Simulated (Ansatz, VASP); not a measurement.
One calculation of NaF, two programs

INCAR

```
PREC = Accurate
ENCUT = 520
EDIFF = 1E-6
ISMEAR = 0
SIGMA = 0.01
LREAL = F
LASPH = T
NELM = 60
ALGO = Normal
ISIF = 2
LWAVE = F
LCHARG = T
GGA = PE
LELF = T
LVHAR = T
NBANDS = 22
```

The input KPOINTS:

```
Automatic mesh
0
Gamma
  9 9 4
```

File POSCAR:

```
NaF
1.0
    3.1871769661      0.0000000000      0.0000000000
   -1.5935884830      2.7601762190      0.0000000000
    0.0000000000      0.0000000000      5.5763634656
Na F
2 2
Direct
    0.0000000000      0.0000000000      0.0000000000
    0.0000000000      0.0000000000      0.5000000000
    0.3333333333      0.6666666667      0.2500000000
    0.6666666667      0.3333333333      0.7500000000
```

Input for Ansatz:

```yaml
crystal:
  lattice:
    - [3.1871769661, 0.0, 0.0]
    - [-1.593588483, 2.760176219, 0.0]
    - [0.0, 0.0, 5.5763634656]
  atoms:
    - { symbol: Na, position: [0.0, 0.0, 0.0] }
    - { symbol: Na, position: [0.0, 0.0, 0.5] }
    - { symbol: F, position: [0.3333333333, 0.6666666667, 0.25] }
    - { symbol: F, position: [0.6666666667, 0.3333333333, 0.75] }
kpoints:
  mp_grid: { grid: [9, 9, 4] }
hamiltonian:
  xc: pbe
scf:
  occupations: { method: fixed }
  n_extra_bands: 5
output:
  forces: true
  stress: true
  eigenvalues: true
```

Alike in both runs: task single point; functional PBE; k mesh 9 × 9 × 4; no spin polarisation.

|  | VASP | Ansatz |
| --- | --- | --- |
| version | VASP 6.6.1 | Ansatz 0.2.0 |
| potentials or method | VASP PAW PBE potentials, release 64 (Na_pv, F) | plane waves, PAW |
| plane-wave cutoff (eV) | 520 | 420 |
| occupations | gaussian, width 0.01 eV | fixed |
| valence electrons in the cell | 28 | 32 |

|  | VASP | Ansatz | Ansatz less VASP |
| --- | --- | --- | --- |
| gap on the k mesh at the Fermi level (eV) | 6.30 | 6.32 | +0.017 |
| pressure (GPa) | 3.1 | 3.2 | +0.10 |
| traceless stress, the component that is largest in VASP (GPa) | 0.26 | 0.24 | -0.016 |

VASP's potentials hold 28 valence electrons a cell and Ansatz's 32, so a difference there can come from the potentials and not from the codes.
